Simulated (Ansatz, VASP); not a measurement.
## KMgF3: VASP beside Ansatz

```xyz
5
Lattice="4.0542 0.0000 0.0000 0.0000 4.0542 0.0000 0.0000 0.0000 4.0542" Properties=species:S:1:pos:R:3 pbc="T T T"
K     2.0271    2.0271    2.0271
Mg    0.0000    0.0000    0.0000
F     2.0271    0.0000    0.0000
F     0.0000    2.0271    0.0000
F     0.0000    0.0000    2.0271
```

Alike in both runs: functional PBE; k mesh 6 × 6 × 6; occupations gaussian, width 0.02 eV; no spin polarisation.

Ansatz relaxed the structure, and its values are those at the end. VASP's run is a single point on that final structure, the one shown.

|  | VASP | Ansatz |
| --- | --- | --- |
| version | VASP 6.6.1 | Ansatz 0.2.0 |
| potentials or method | VASP PAW PBE potentials, release 64 (K_sv, Mg, F), cutoff 520 eV | scalar-relativistic, plane waves, PAW |
| valence electrons in the cell | 32 | 40 |

Ansatz gave:

- gap on the k mesh at the Fermi level (eV): 6.96
- least direct gap on the mesh (eV): 7.28
- pressure (GPa): 0.0

Problem. Estimate VASP's values.

Solution. gap on the k mesh at the Fermi level (eV): 6.93; least direct gap on the mesh (eV): 7.25; pressure (GPa): -0.4.

VASP's potentials hold 32 valence electrons a cell and Ansatz's 40, so a difference there can come from the potentials and not from the codes.
